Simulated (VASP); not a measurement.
# Si2W (I4/mmm) in VASP: a series of runs, part 2 of 2

VASP 6.6.1. The steps go on from the part before.

### 3 Single point, PBE

This run uses another cell than the first one, of 13.01 Å³/atom, 1.045 times its volume.

File INCAR:

```
SYSTEM = Si2W
ALGO     = Normal         ! electronic algorithm
EDIFF    = 1E-6           ! SCF threshold, eV
ENCUT    = 520            ! plane-wave cutoff, eV
GGA      = PE             ! functional
ISIF     = 2              ! what is computed and relaxed
ISMEAR   = 0              ! smearing method
LASPH    = .TRUE.         ! aspherical terms in the spheres
LCHARG   = .FALSE.        ! write CHGCAR
LREAL    = .FALSE.        ! projectors in reciprocal space
LWAVE    = .FALSE.        ! write WAVECAR
NBANDS   = 18             ! bands
NELM     = 100            ! most SCF steps
PREC     = Accurate       ! precision mode
SIGMA    = 0.1            ! smearing width, eV
```

File KPOINTS:

```
k-points
0
G
  18 18 18
  0 0 0
```

File POSCAR:

```
Si2W
1.0
   -1.5862015008      1.5862015008      3.8790327672
    1.5862015008     -1.5862015008      3.8790327672
    1.5862015008      1.5862015008     -3.8790327672
Si W
2 1
Direct
    0.3338196028      0.3338196028      0.0000000000
    0.6661803972      0.6661803972      0.0000000000
    0.0000000000      0.0000000000      0.0000000000
```

Potentials or basis: VASP PAW PBE potentials, release 64 (Si, W_sv).

The run is started by

```console
$ cat potpaw_PBE.64/Si/POTCAR potpaw_PBE.64/W_sv/POTCAR > POTCAR
$ mpirun -np 1 vasp_std > vasp.out
```

OUTCAR:

```text
SYSTEM = Si2W
   EDIFF = 1E-6
   ENCUT = 520
   GGA = PE
   ISIF = 2
   ISMEAR = 0
   LASPH = .TRUE.
   LREAL = .FALSE.
   NELM = 100
   PREC = Accurate

 ion  position               nearest neighbor table
   1  0.334  0.334  0.000-   2 2.58   3 2.59   3 2.59   3 2.59   3 2.59   3 2.59   2 2.59   2 2.59
                             2 2.59   2 2.59
   2  0.666  0.666  0.000-   1 2.58   3 2.59   3 2.59   3 2.59   3 2.59   3 2.59   1 2.59   1 2.59
                             1 2.59   1 2.59
   3  0.000  0.000  0.000-   2 2.59   2 2.59   2 2.59   1 2.59   2 2.59   1 2.59   1 2.59   1 2.59
                             1 2.59   2 2.59

  LATTYP: Found a body centered tetragonal cell.
 ALAT       =     3.1724030016
 C/A-ratio  =     2.4454854981

  Lattice vectors:

 A1 = (  -1.5862015008,   1.5862015008,   3.8790327672)
 A2 = (   1.5862015008,  -1.5862015008,   3.8790327672)
 A3 = (   1.5862015008,   1.5862015008,  -3.8790327672)

Analysis of symmetry for initial positions (statically):
=====================================================================
 Subroutine PRICEL returns:
 Original cell was already a primitive cell.

 Routine SETGRP: Setting up the symmetry group for a
 body centered tetragonal supercell.

 Subroutine GETGRP returns: Found 16 space group operations
 (whereof 16 operations were pure point group operations)
 out of a pool of 16 trial point group operations.

The static configuration has the point symmetry D_4h.

Analysis of symmetry for dynamics (positions and initial velocities):
=====================================================================
 Subroutine PRICEL returns:
 Original cell was already a primitive cell.

 Routine SETGRP: Setting up the symmetry group for a
 body centered tetragonal supercell.

 Subroutine GETGRP returns: Found 16 space group operations
 (whereof 16 operations were pure point group operations)
 out of a pool of 16 trial point group operations.

The dynamic configuration has the point symmetry D_4h.

 Subroutine INISYM returns: Found 16 space group operations
[... 120 lines left out ...]
  volume/ion in A,a.u.               =      13.01        87.82
  Fermi-wavevector in a.u.,A,eV,Ry     =   1.352225  2.555335 24.878428  1.828513
  Thomas-Fermi vector in A             =   2.479582
   LORBIT       =      0    0 simple, 1 ext, 2 COOP (PROOUT), +10 PAW based schemes
   GGA     = PE    functional components
   LHFCALC =     F    Hartree Fock is set to
   AEXX    =    0.0000 exact exchange contribution
   IVDW    =     0    specifies the selected vdW correction
   LEPSILON=     F    determine dielectric tensor
   LRPA    =     F    only Hartree local field effects (RPA)
 non-spin polarized calculation
 Gauss-broadening in eV      SIGMA  =   0.10
  energy-cutoff  :      520.00
  volume of cell :       39.04
 maximum number of plane-waves:      1079
 NGX is ok and might be reduce to    36
   NGX = 17   NGY = 17   NGZ = 17

 number of electron      22.0000000 magnetization

 Free energy of the ion-electron system (eV)
  ---------------------------------------------------
  ext. energy  EPLUGINS =         0.00000000
  ---------------------------------------------------
  free energy    TOTEN  =       -24.74325617 eV

  energy without entropy =      -24.74233679  energy(sigma->0) =      -24.74279648

 E-fermi :  12.4858     XC(G=0): -12.6981

 val. band max:       12.4508853665   @ k =  -0.3889   0.5000   0.3333
 cond. band min:      12.5332227701   @ k =  -0.4444   0.5000   0.2778
 fundamental gap:      0.0823374035
 Fermi energy:        12.4858018947

 k-point     1 :       0.0000    0.0000    0.0000
  band No.  band energies     occupation
      1     -61.2962      2.00000
      2     -25.5999      2.00000
      3     -25.5496      2.00000
      4     -25.5496      2.00000
      5      -1.9105      2.00000
      6       5.3995      2.00000
[... 481 lines left out ...]
      5      -0.9722      2.00000
      6       5.5803      2.00000
[... 10 lines left out ...]
     17      19.0594      0.00000
     18      20.8350      0.00000

 [... further k-points ...]

------------------------ aborting loop because EDIFF is reached ----------------------------------------

  FORCE on cell =-STRESS in cart. coord.  units (eV):
  Direction    XX          YY          ZZ          XY          YZ          ZX
  --------------------------------------------------------------------------------------
  -------------------------------------------------------------------------------------
  Total        2.9535725      2.9535725      2.9166934      0.0000000      0.0000000     -0.0000000
  in kB      121.2154745    121.2154745    119.7019444      0.0000000      0.0000000     -0.0000000
  external PRESSURE =     120.7109645 kB  Pullay stress =       0.0000000 kB

 VOLUME and BASIS-vectors are now :
 -----------------------------------------------------------------------------
  energy-cutoff  :      520.00
  volume of cell :       39.04
      direct lattice vectors                 reciprocal lattice vectors
    -1.586201501  1.586201501  3.879032767     0.000000000  0.315218464  0.128898112
     1.586201501 -1.586201501  3.879032767     0.315218464  0.000000000  0.128898112
     1.586201501  1.586201501 -3.879032767     0.315218464  0.315218464  0.000000000

 POSITION                                       TOTAL-FORCE (eV/Angst)
 -----------------------------------------------------------------------------------
      0.00000      0.00000      2.58979         0.000000      0.000000     -0.008863
      0.00000      0.00000      5.16827         0.000000      0.000000      0.008863
      0.00000      0.00000      0.00000        -0.000000     -0.000000      0.000000
 -----------------------------------------------------------------------------------
    total drift:                               -0.000000      0.000000     -0.000000

  FREE ENERGIE OF THE ION-ELECTRON SYSTEM (eV)
  ---------------------------------------------------
  free  energy   TOTEN  =       -24.7432561724 eV

  energy  without entropy=      -24.7423367921  energy(sigma->0) =      -24.74279648
```

It took 5.7 min on 1 thread of AMD EPYC 7R13, shared host; peak memory 0.46 GiB.

What came out:

```
Free energy            : -24.7433 eV
Pressure               : 12.1 GPa
Largest force          : 0.009 eV/Å
Band gap on the k mesh : zero (band 11 reaches 13.30 eV, above the bottom of band 12 at 11.92 eV)
```

Forces in eV/Å, atoms in the order of the input:
```
Si   0.000  0.000 -0.009
Si   0.000  0.000  0.009
W    0.000  0.000  0.000
```

Caveat: spin-orbit coupling is left out, which moves the levels of the heavy elements.

### 4 Single point, PBE

This run uses another cell than the first one, of 13.43 Å³/atom, 1.079 times its volume.

File INCAR:

```
PREC = Accurate ; ENCUT = 520
EDIFF = 1E-6 ; ISMEAR = 0
SIGMA = 0.1 ; LREAL = F
LASPH = T ; NELM = 60
ALGO = Normal ; ISIF = 2
LWAVE = F ; LCHARG = F
GGA = PE ; NBANDS = 18
```

File KPOINTS:

```
regular mesh
0
Gamma
  18 18 18
```

File POSCAR:

```
Si2W
1.0
   -1.6043787048      1.6043787048      3.9139758273
    1.6043787048     -1.6043787048      3.9139758273
    1.6043787048      1.6043787048     -3.9139758273
Si W
2 1
Direct
    0.3342886046      0.3342886046      0.0000000000
    0.6657113954      0.6657113954      0.0000000000
    0.0000000000      0.0000000000      0.0000000000
```

Potentials or basis: VASP PAW PBE potentials, release 64 (Si, W_sv).

The run is started by

```console
$ cat potpaw_PBE.64/Si/POTCAR potpaw_PBE.64/W_sv/POTCAR > POTCAR
$ mpirun -np 1 vasp_std > vasp.out
```

OUTCAR:

```text
PREC = Accurate
   ENCUT = 520
   EDIFF = 1E-6
   ISMEAR = 0
   LREAL = F
   LASPH = T
   NELM = 60
   ISIF = 2
   GGA = PE

 ion  position               nearest neighbor table
   1  0.334  0.334  0.000-   2 2.59   3 2.61   3 2.61   3 2.61   3 2.61   3 2.62   2 2.62   2 2.62
                             2 2.62   2 2.62
   2  0.666  0.666  0.000-   1 2.59   3 2.61   3 2.61   3 2.61   3 2.61   3 2.62   1 2.62   1 2.62
                             1 2.62   1 2.62
   3  0.000  0.000  0.000-   1 2.61   2 2.61   2 2.61   2 2.61   2 2.61   1 2.61   1 2.61   1 2.61
                             1 2.62   2 2.62

  LATTYP: Found a body centered tetragonal cell.
 ALAT       =     3.2087574096
 C/A-ratio  =     2.4395585753

  Lattice vectors:

 A1 = (  -1.6043787048,   1.6043787048,   3.9139758273)
 A2 = (   1.6043787048,  -1.6043787048,   3.9139758273)
 A3 = (   1.6043787048,   1.6043787048,  -3.9139758273)

Analysis of symmetry for initial positions (statically):
=====================================================================
 Subroutine PRICEL returns:
 Original cell was already a primitive cell.

 Routine SETGRP: Setting up the symmetry group for a
[... 170 lines left out ...]

 E-fermi :  12.0158     XC(G=0): -12.5451

 val. band max:       11.9896597512   @ k =  -0.3889   0.5000   0.3333
 cond. band min:      12.0569680715   @ k =  -0.3889  -0.4444   0.3889
 fundamental gap:      0.0673083203
 Fermi energy:        12.0157832651

 k-point     1 :       0.0000    0.0000    0.0000
  band No.  band energies     occupation
      1     -61.8333      2.00000
      2     -26.0999      2.00000
      3     -26.0738      2.00000
      4     -26.0738      2.00000
      5      -2.1007      2.00000
      6       5.1400      2.00000
[... 481 lines left out ...]
      5      -1.1894      2.00000
      6       5.2651      2.00000
[... 10 lines left out ...]
     17      18.3471      0.00000
     18      20.2218      0.00000

 [... further k-points ...]

------------------------ aborting loop because EDIFF is reached ----------------------------------------

  FORCE on cell =-STRESS in cart. coord.  units (eV):
  Direction    XX          YY          ZZ          XY          YZ          ZX
  --------------------------------------------------------------------------------------
  -------------------------------------------------------------------------------------
  Total        1.0296284      1.0296284      1.0022553      0.0000000     -0.0000000      0.0000000
  in kB       40.9354160     40.9354160     39.8471288      0.0000000     -0.0000000      0.0000000
  external PRESSURE =      40.5726536 kB  Pullay stress =       0.0000000 kB

 VOLUME and BASIS-vectors are now :
 -----------------------------------------------------------------------------
  energy-cutoff  :      520.00
  volume of cell :       40.30
      direct lattice vectors                 reciprocal lattice vectors
    -1.604378705  1.604378705  3.913975827     0.000000000  0.311647118  0.127747340
     1.604378705 -1.604378705  3.913975827     0.311647118  0.000000000  0.127747340
     1.604378705  1.604378705 -3.913975827     0.311647118  0.311647118  0.000000000

 POSITION                                       TOTAL-FORCE (eV/Angst)
 -----------------------------------------------------------------------------------
      0.00000      0.00000      2.61680        -0.000000     -0.000000     -0.004223
      0.00000      0.00000      5.21116         0.000000      0.000000      0.004223
      0.00000      0.00000      0.00000        -0.000000     -0.000000     -0.000000
 -----------------------------------------------------------------------------------
    total drift:                               -0.000000     -0.000000      0.000000

  FREE ENERGIE OF THE ION-ELECTRON SYSTEM (eV)
  ---------------------------------------------------
  free  energy   TOTEN  =       -24.8063435534 eV

  energy  without entropy=      -24.8054524243  energy(sigma->0) =      -24.80589799
```

stdout:

```text
POSCAR found type information on POSCAR SiW
 POSCAR found :  2 types and       3 ions
 scaLAPACK will be used
 LDA part: xc-table for (Slater+PW92), standard interpolation
 POSCAR, INCAR and KPOINTS ok, starting setup
 FFT: planning ... GRIDC
 FFT: planning ... GRID_SOFT
 FFT: planning ... GRID
 WAVECAR not read
 entering main loop
```

Wall time 5.8 min (1 thread of AMD EPYC 7R13, shared host); peak memory 0.47 GiB.

What came out:

```
Free energy            : -24.8063 eV
Pressure               : 4.1 GPa
Largest force          : 0.004 eV/Å
Band gap on the k mesh : zero (band 11 reaches 12.78 eV, above the bottom of band 12 at 11.48 eV)
```

Forces in eV/Å, atoms in the order of the input:
```
Si   0.000  0.000 -0.004
Si   0.000  0.000  0.004
W    0.000  0.000  0.000
```

Levels at points of the mesh, in eV from the Fermi level:
```
           k point  band 9  band 10  band 11  band 12  band 13  band 14
(0.00, 0.00, 0.00)   -2.86    -2.86     0.63     2.75     2.90     3.10
(0.50, 0.00, 0.00)   -2.79    -2.79    -0.44     2.73     2.78     3.95
(0.50, 0.50, 0.00)   -5.04    -3.28    -1.75     2.78     3.00     3.15
(0.50, 0.50, 0.50)   -0.85    -0.85    -0.50    -0.50     0.81     4.48
```

Caveat: spin-orbit coupling is left out, which moves the levels of the heavy elements.

### 5 Single point, PBE

This run uses another cell than the first one, of 13.61 Å³/atom, 1.093 times its volume.

File INCAR:

```
SYSTEM = Si2W
PREC = Accurate ; ENCUT = 520
EDIFF = 1E-7 ; ISMEAR = 0
SIGMA = 0.1 ; LREAL = .False.
LASPH = .True. ; NELM = 100
ALGO = Normal ; ISIF = 2
LWAVE = .False. ; LCHARG = .True.
GGA = PE ; LELF = .True.
LVHAR = .True. ; NBANDS = 18
```

File KPOINTS:

```
Automatic mesh
0
Gamma
  18 18 18
  0 0 0
```

File POSCAR:

```
Si2W
1.0
   -1.6118647533      1.6118647533      3.9287476214
    1.6118647533     -1.6118647533      3.9287476214
    1.6118647533      1.6118647533     -3.9287476214
Si W
2 1
Direct
    0.3344836081      0.3344836081      0.0000000000
    0.6655163919      0.6655163919      0.0000000000
    0.0000000000      0.0000000000      0.0000000000
```

The run is started by

```console
$ cat potpaw_PBE.64/Si/POTCAR potpaw_PBE.64/W_sv/POTCAR > POTCAR
$ mpirun -np 1 vasp_std > vasp.out
```

It took 6.1 min on 1 thread of AMD EPYC 7R13, shared host; peak memory 0.47 GiB.

Results (log left out):

| Item | Value |
| --- | --- |
| Free energy | -24.8150 eV |
| Pressure | 1.1 GPa |
| Band gap on the k mesh | zero (band 11 reaches 12.56 eV, above the bottom of band 12 at 11.30 eV) |

Stress tensor (GPa, compression positive):
```
1.13 0.00 0.00
0.00 1.13 0.00
0.00 0.00 1.01
```

Levels at points of the mesh, in eV from the Fermi level:
```
           k point  band 7  band 8  band 9  band 10  band 11  band 12  band 13  band 14  band 15  band 16
(0.00, 0.00, 0.00)   -3.76   -3.27   -2.82    -2.82     0.61     2.67     2.96     3.05     3.05     4.57
(0.50, 0.00, 0.00)   -5.70   -4.83   -2.76    -2.73    -0.43     2.67     2.76     3.91     4.34     5.08
(0.50, 0.50, 0.00)   -5.97   -5.51   -4.98    -3.22    -1.76     2.74     2.93     3.09     3.86     4.31
(0.50, 0.50, 0.50)   -3.78   -2.56   -0.85    -0.85    -0.49    -0.49     0.78     4.45     4.78     6.14
```

Caveat: spin-orbit coupling is left out, which moves the levels of the heavy elements.

### 6 Single point, PBE

This run uses another cell than the first one, of 13.67 Å³/atom, 1.098 times its volume.

File INCAR:

```
  PREC = Accurate
  ENCUT = 520
  EDIFF = 1E-6
  ISMEAR = 0
  SIGMA = 0.1
  LREAL = False
  LASPH = True
  NELM = 80
  ALGO = Normal
  ISIF = 2
  LWAVE = False
  LCHARG = False
  GGA = PE
  NBANDS = 18
```

File KPOINTS:

```
Automatic mesh
0
Gamma
  18 18 18
```

File POSCAR:

```
Si2W
1.0
   -1.6144976568      1.6144976568      3.9334139095
    1.6144976568     -1.6144976568      3.9334139095
    1.6144976568      1.6144976568     -3.9334139095
Si W
2 1
Direct
    0.3345744059      0.3345744059      0.0000000000
    0.6654255941      0.6654255941      0.0000000000
    0.0000000000      0.0000000000      0.0000000000
```

Potentials or basis: VASP PAW PBE potentials, release 64 (Si, W_sv).

The run is started by

```console
$ cat potpaw_PBE.64/Si/POTCAR potpaw_PBE.64/W_sv/POTCAR > POTCAR
$ mpirun -np 1 vasp_std > vasp.out
```

It took 5.6 min on 1 thread of AMD EPYC 7R13, shared host; peak memory 0.47 GiB.

Results (log left out):

```
Free energy            : -24.8157 eV
Pressure               : 0.1 GPa
Largest force          : 0.004 eV/Å
Band gap on the k mesh : zero (band 11 reaches 12.49 eV, above the bottom of band 12 at 11.24 eV)
```

Forces in eV/Å, atoms in the order of the input:
```
Si   0.000  0.000 -0.004
Si   0.000  0.000  0.004
W    0.000  0.000  0.000
```

Levels at points of the mesh, in eV from the Fermi level:
```csv
k point,band 8,band 9,band 10,band 11,band 12,band 13,band 14,band 15
"(0.00, 0.00, 0.00)",-3.25,-2.81,-2.81,0.60,2.65,2.98,3.03,3.03
"(0.50, 0.00, 0.00)",-4.82,-2.75,-2.71,-0.42,2.65,2.75,3.90,4.31
"(0.50, 0.50, 0.00)",-5.50,-4.96,-3.19,-1.76,2.73,2.91,3.06,3.85
"(0.50, 0.50, 0.50)",-2.54,-0.85,-0.85,-0.49,-0.49,0.78,4.44,4.73
```

Caveat: spin-orbit coupling is left out, which moves the levels of the heavy elements.

### 7 Summary

| cell | gap on the mesh (eV) | pressure (GPa) | largest force (eV/Å) |
| --- | --- | --- | --- |
| a = 4.421 Å, angles 138.6, 138.6, 59.9°, 3 atoms | none | 25.2 | 0.01 |
| a = 4.481 Å, angles 138.5, 138.5, 60.1°, 3 atoms | none | 12.1 | 0.01 |
| a = 4.524 Å, angles 138.5, 138.5, 60.2°, 3 atoms | none | 4.1 | - |
| a = 4.542 Å, angles 138.4, 138.4, 60.2°, 3 atoms | none | 1.1 | - |
| a = 4.548 Å, angles 138.4, 138.4, 60.3°, 3 atoms | none | 0.1 | - |

Alike in all rows: task single point; level PBE; potentials or basis VASP PAW PBE potentials, release 64 (Si, W_sv); no spin polarisation; k mesh 18 × 18 × 18; cutoff (eV) 520; smearing gaussian 0.1 eV.

Caveats: spin-orbit coupling is left out, which moves the levels of the heavy elements.

Total energies depend on the potentials used, so only differences within one code and one set of settings carry meaning.
